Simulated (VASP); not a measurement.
# B2H6 in VASP: single point with PBE+D3(BJ)

Aim: the single point of B2H6 with PBE+D3(BJ).

Everything below comes from runs of VASP 6.6.1. Logs are shortened: lines on timing, memory, paths and dates and some standing lists are left out, and cuts for length are marked.

## (1) The cell of the first run

The cell holds a molecule in a box, 8 atoms: a = 8.208 Å, b = 8.208 Å, c = 25.939 Å, α = 90.00°, β = 90.00°, γ = 109.47°.

## (2) Single point, PBE+D3(BJ)

INCAR

```
SYSTEM = BH3
PREC = Accurate
ENCUT = 520
EDIFF = 1E-6
ISMEAR = 0
SIGMA = 0.1
LREAL = .FALSE.
LASPH = .TRUE.
NELM = 80
ALGO = Normal
ISIF = 2
LWAVE = .FALSE.
LCHARG = .TRUE.
LDIPOL = .TRUE.
IDIPOL = 3
DIPOL = 0.5 0.5 0.555
GGA = PE
IVDW = 12
LELF = .TRUE.
LVHAR = .TRUE.
LVACPOTAV = .TRUE.
NBANDS = 16
```

KPOINTS

```
regular mesh
0
G
  3 3 1
  0 0 0
```

POSCAR

```
BH3
1.0
    8.2082969470      0.0000000000      0.0000000000
   -2.7360989823      7.7388565776      0.0000000000
    0.0000000000      0.0000000000     25.9391309283
B H
2 6
Direct
    0.3527415381      0.5048854832      0.5543650714
    0.3575001310      0.2881487643      0.5407197983
    0.6299573372      0.7189314458      0.5158855134
    0.3412920779      0.3583912680      0.5844329667
    0.4257290393      0.6042416752      0.5876695534
    0.1913118891      0.4921337181      0.5551670202
    0.4618209252      0.2063655639      0.5543492674
    0.1951975764      0.1775548733      0.5460859992
```

Potentials or basis: VASP PAW PBE potentials, release 64 (B, H).

On the command line:

```bash
$ cat potpaw_PBE.64/B/POTCAR potpaw_PBE.64/H/POTCAR > POTCAR
$ mpirun -np 1 vasp_std > vasp.out
```

OUTCAR:

```text
SYSTEM = BH3
   PREC = Accurate
   ENCUT = 520
   EDIFF = 1E-6
   ISMEAR = 0
   LREAL = .FALSE.
   LASPH = .TRUE.
   NELM = 80
   ISIF = 2
   GGA = PE
   IVDW = 12
 IVDW          = 12

 ion  position               nearest neighbor table
   1  0.353  0.505  0.554-   5 1.20   6 1.29   4 1.41   2 1.83
   2  0.358  0.288  0.541-   4 1.30   7 1.30   8 1.35   1 1.83
   3  0.630  0.719  0.516-
   4  0.341  0.358  0.584-   2 1.30   1 1.41
   5  0.426  0.604  0.588-   1 1.20
   6  0.191  0.492  0.555-   1 1.29
   7  0.462  0.206  0.554-   2 1.30
   8  0.195  0.178  0.546-   2 1.35

  LATTYP: Found a base centered orthorhombic cell.
 ALAT       =     9.4781249039
 B/A-ratio  =     1.4142135624
 C/A-ratio  =     2.7367365583

  Lattice vectors:

 A1 = (   8.2082969470,   0.0000000000,   0.0000000000)
 A2 = (  -2.7360989823,   7.7388565776,   0.0000000000)
 A3 = (   0.0000000000,   0.0000000000,  25.9391309283)

Analysis of symmetry for initial positions (statically):
=====================================================================
 Subroutine PRICEL returns:
 Original cell was already a primitive cell.

 Routine SETGRP: Setting up the symmetry group for a
 base centered orthorhombic supercell.

 Subroutine GETGRP returns: Found  1 space group operations
 (whereof  1 operations were pure point group operations)
 out of a pool of  8 trial point group operations.

The static configuration has the point symmetry C_1 .

Analysis of symmetry for dynamics (positions and initial velocities):
=====================================================================
 Subroutine PRICEL returns:
 Original cell was already a primitive cell.

 Routine SETGRP: Setting up the symmetry group for a
 base centered orthorhombic supercell.

 Subroutine GETGRP returns: Found  1 space group operations
 (whereof  1 operations were pure point group operations)
 out of a pool of  8 trial point group operations.

The dynamic configuration has the point symmetry C_1 .

 Subroutine INISYM returns: Found  1 space group operations
 (whereof  1 operations are pure point group operations),
 and found     1 'primitive' translations

----------------------------------------------------------------------------------------

                                     Primitive cell

  volume of cell :    1647.7271

  direct lattice vectors                    reciprocal lattice vectors
     8.208296947  0.000000000  0.000000000     0.121827951  0.043072685  0.000000000
    -2.736098982  7.738856578  0.000000000     0.000000000  0.129218056  0.000000000
     0.000000000  0.000000000 25.939130928     0.000000000  0.000000000  0.038551793

  length of vectors
     8.208296947  8.208296947 25.939130928     0.129218056  0.129218056  0.038551793

  position of ions in fractional coordinates (direct lattice)
     0.352741538  0.504885483  0.554365071
     0.357500131  0.288148764  0.540719798
     0.629957337  0.718931446  0.515885513
     0.341292078  0.358391268  0.584432967
     0.425729039  0.604241675  0.587669553
     0.191311889  0.492133718  0.555167020
     0.461820925  0.206365564  0.554349267
     0.195197576  0.177554873  0.546085999

  ion indices of the primitive-cell ions
   primitive index   ion index
                 1           1
                 2           2
                 3           3
                 4           4
                 5           5
                 6           6
                 7           7
                 8           8

----------------------------------------------------------------------------------------

 KPOINTS: regular mesh

Automatic generation of k-mesh.
 Grid dimensions read from file:
 generate k-points for:    3    3    1

 Generating k-lattice:

  Cartesian coordinates                     Fractional coordinates (reciprocal lattice)
     0.040609317  0.014357562  0.000000000     0.333333333  0.000000000  0.000000000
     0.000000000  0.043072685  0.000000000     0.000000000  0.333333333  0.000000000
     0.000000000  0.000000000  0.038551793     0.000000000  0.000000000  1.000000000

  Length of vectors
     0.043072685  0.043072685  0.038551793

  Shift w.r.t. Gamma in fractional coordinates (k-lattice)
     0.000000000  0.000000000  0.000000000

 Subroutine IBZKPT returns following result:
 ===========================================

 Found      5 irreducible k-points:

 Following reciprocal coordinates:
            Coordinates               Weight
  0.000000  0.000000  0.000000      1.000000
  0.333333  0.000000  0.000000      2.000000
  0.000000  0.333333  0.000000      2.000000
  0.333333  0.333333  0.000000      2.000000
 -0.333333  0.333333  0.000000      2.000000
   k-points           NKPTS =      5   k-points in BZ     NKDIM =      5   number of bands    NBANDS=     16
   number of dos      NEDOS =    301   number of ions     NIONS =      8
   total plane-waves  NPLWV = 802816
   dimension x,y,z NGX =    64 NGY =   64 NGZ =  196
   dimension x,y,z NGXF=   128 NGYF=  128 NGZF=  392
   ions per type =               2   6
   NGX,Y,Z   is equivalent  to a cutoff of  12.96, 12.96, 12.56 a.u.
   NGXF,Y,Z  is equivalent  to a cutoff of  25.92, 25.92, 25.12 a.u.
 SYSTEM =  BH3
   PREC   = accura    normal or accurate (medium, high low for compatibility)
   ISTART =      0    job   : 0-new  1-cont  2-samecut
   ICHARG =      2    charge: 1-file 2-atom 10-const
   ISPIN  =      1    spin polarized calculation?
   LNONCOLLINEAR =      F non collinear calculations
   LSORBIT =      F    spin-orbit coupling
   LASPH  =      T    aspherical Exc in radial PAW
   ENCUT  =  520.0 eV  38.22 Ry    6.18 a.u.  15.26 15.26 48.23*2*pi/ulx,y,z
   NELM   =     80;   NELMIN=  2; NELMDL= -5     # of ELM steps
   EDIFF  = 0.1E-05   stopping-criterion for ELM
   LREAL  =      F    real-space projection
   EDIFFG = 0.1E-04   stopping-criterion for IOM
   NSW    =      0    number of steps for IOM
   IBRION =     -1    ionic relax: 0-MD 1-quasi-New 2-CG
   NFREE  =      0    steps in history (QN), initial steepest desc. (CG)
   ISIF   =      2    stress and relaxation
   ISYM   =      2    0-nonsym 1-usesym 2-fastsym
   POTIM  = 0.5000    time-step for ionic-motion
   TEBEG  =    0.0;   TEEND  =   0.0 temperature during run
   PSTRESS=    0.0 pullay stress
   NELECT =      12.0000    total number of electrons
   NUPDOWN=      -1.0000    fix difference up-down
   EMIN   =  10.00;   EMAX   =-10.00  energy-range for DOS
   EFERMI =   0.00;   METHOD = LEGACY
   ISMEAR =     0;   SIGMA  =   0.10  broadening in eV -4-tet -1-fermi 0-gaus
   EFERMI_NEDOS =   21; number of points for ismear=-14 and -15
   IALGO  =     38    algorithm
   IMIX   =      4    mixing-type and parameters
     AMIX     =   0.40;   BMIX     =  1.00
     AMIX_MAG =   1.60;   BMIX_MAG =  1.00
  volume/ion in A,a.u.               =     205.97      1389.93
  Fermi-wavevector in a.u.,A,eV,Ry     =   0.317327  0.599661  1.370057  0.100696
  Thomas-Fermi vector in A             =   1.201178
   LORBIT       =      0    0 simple, 1 ext, 2 COOP (PROOUT), +10 PAW based schemes
   GGA     = PE    functional components
   LHFCALC =     F    Hartree Fock is set to
   AEXX    =    0.0000 exact exchange contribution
   IVDW    =    12    specifies the selected vdW correction
   LEPSILON=     F    determine dielectric tensor
   LRPA    =     F    only Hartree local field effects (RPA)
 non-spin polarized calculation
 Gauss-broadening in eV      SIGMA  =   0.10
  energy-cutoff  :      520.00
  volume of cell :     1647.73
 maximum number of plane-waves:     44421
 NGX is ok and might be reduce to    64
   NGX = 31   NGY = 31   NGZ = 97

 dipolmoment           0.000000      0.000000      0.005024 electrons x Angstroem

 number of electron      12.0000000 magnetization

 dipolmoment           0.000000      0.000000     -0.043917 electrons x Angstroem

 Free energy of the ion-electron system (eV)
  ---------------------------------------------------
  ext. energy  EPLUGINS =         0.00000000
  ---------------------------------------------------
  free energy    TOTEN  =       -27.59894308 eV

  energy without entropy =      -27.59894308  energy(sigma->0) =      -27.59894308

 E-fermi :  -6.5890     XC(G=0):  -0.7360

 val. band max:       -7.0452478941   @ k =   0.3333   0.0000   0.0000
 cond. band min:      -5.7906796117   @ k =   0.0000   0.0000   0.0000
 fundamental gap:      1.2545682824
 Fermi energy:        -6.5889560252

 k-point     1 :       0.0000    0.0000    0.0000
  band No.  band energies     occupation
      1     -15.0973      2.00000
      2     -11.1013      2.00000
      3      -8.7987      2.00000
      4      -8.4907      2.00000
      5      -7.1757      2.00000
      6      -7.0526      2.00000
[... 8 lines left out ...]
     15       1.0838      0.00000
     16       1.4236      0.00000

 k-point     2 :       0.3333    0.0000    0.0000
  band No.  band energies     occupation
      1     -15.0972      2.00000
      2     -11.1016      2.00000
      3      -8.8020      2.00000
      4      -8.4889      2.00000
      5      -7.1806      2.00000
      6      -7.0452      2.00000
[... 8 lines left out ...]
     15       1.0035      0.00000
     16       1.1366      0.00000

 k-point     3 :       0.0000    0.3333    0.0000
  band No.  band energies     occupation
      1     -15.0970      2.00000
      2     -11.1066      2.00000
      3      -8.7923      2.00000
      4      -8.4820      2.00000
      5      -7.1792      2.00000
      6      -7.0550      2.00000
[... 8 lines left out ...]
     15       1.1045      0.00000
     16       1.1461      0.00000

 k-point     4 :       0.3333    0.3333    0.0000
  band No.  band energies     occupation
      1     -15.0969      2.00000
      2     -11.1067      2.00000
      3      -8.7950      2.00000
      4      -8.4807      2.00000
      5      -7.1793      2.00000
      6      -7.0567      2.00000
[... 8 lines left out ...]
     15       1.0727      0.00000
     16       1.1660      0.00000

 k-point     5 :      -0.3333    0.3333    0.0000
  band No.  band energies     occupation
      1     -15.0969      2.00000
      2     -11.1064      2.00000
      3      -8.7942      2.00000
      4      -8.4812      2.00000
      5      -7.1735      2.00000
      6      -7.0666      2.00000
[... 8 lines left out ...]
     15       1.0495      0.00000
     16       1.2233      0.00000

------------------------ aborting loop because EDIFF is reached ----------------------------------------

 vacuum level on the upper side and lower side of the slab       (xc-potential included)        -0.125        -0.050

 Edisp (eV)   -0.10003

 E8    (eV) :    -0.0276

  FORCE on cell =-STRESS in cart. coord.  units (eV):
  Direction    XX          YY          ZZ          XY          YZ          ZX
  --------------------------------------------------------------------------------------
  -------------------------------------------------------------------------------------
  Total      -6.40746    -5.68308    -1.34826    -1.76662     3.26305     1.35932
  in kB      -6.23033    -5.52598    -1.31099    -1.71778     3.17284     1.32174
  external pressure =       -4.36 kB  Pullay stress =        0.00 kB

 VOLUME and BASIS-vectors are now :
 -----------------------------------------------------------------------------
  energy-cutoff  :      520.00
  volume of cell :     1647.73
      direct lattice vectors                 reciprocal lattice vectors
     8.208296947  0.000000000  0.000000000     0.121827951  0.043072685  0.000000000
    -2.736098982  7.738856578  0.000000000     0.000000000  0.129218056  0.000000000
     0.000000000  0.000000000 25.939130928     0.000000000  0.000000000  0.038551793

 POSITION                                       TOTAL-FORCE (eV/Angst)
 -----------------------------------------------------------------------------------
      1.51399      3.90724     14.37975        -0.266386     -1.380052      1.034574
      2.14606      2.22994     14.02580        -1.209411     -2.251613      2.023104
      3.20381      5.56371     13.38162        -0.969713     -1.221352      0.515794
      1.82083      2.77354     15.15968         0.194052      1.421312     -0.237191
      1.84125      4.67614     15.24364         0.142141      0.439960     -0.025942
      0.22382      3.80855     14.40055         1.423386      0.512120     -1.033025
      3.22613      1.59703     14.37934        -0.897256      1.321575     -1.395862
      1.11643      1.37407     14.16500         1.583187      1.158051     -0.881450
 -----------------------------------------------------------------------------------
    total drift:                               -0.000089     -0.000060      0.000265

  FREE ENERGIE OF THE ION-ELECTRON SYSTEM (eV)
  ---------------------------------------------------
  free  energy   TOTEN  =       -27.6989715577 eV

  energy  without entropy=      -27.6989715576  energy(sigma->0) =      -27.69897156

 vacuum level on the upper side and lower side of the slab         0.095         0.220
```

Wall time 12 min (1 thread of AMD EPYC 7R43 (Zen 3), shared host); peak memory 1.3 GiB.

What came out:

```yaml
Free_energy: -27.6990 eV
Largest_force: 3.260 eV/Å
Gap_between_the_frontier_levels: 1.25 eV, indirect (the least direct gap lies 1.6 meV higher)
Dispersion_energy_per_atom: -0.013 eV
Ionisation_potential_of_the_upper_face: 7.14 eV
```

Forces in eV/Å, atoms in the order of the input:
```
B   -0.266 -1.380  1.035
B   -1.209 -2.252  2.023
H   -0.970 -1.221  0.516
H    0.194  1.421 -0.237
H    0.142  0.440 -0.026
H    1.423  0.512 -1.033
H   -0.897  1.322 -1.396
H    1.583  1.158 -0.881
```

Levels at points of the mesh, in eV from the valence-band top:
| k point | band 3 | band 4 | band 5 | band 6 | band 7 | band 8 | band 9 | band 10 |
| --- | --- | --- | --- | --- | --- | --- | --- | --- |
| (0.00, 0.00, 0.00) | -1.75 | -1.45 | -0.13 | -0.01 | 1.25 | 5.03 | 6.57 | 7.06 |
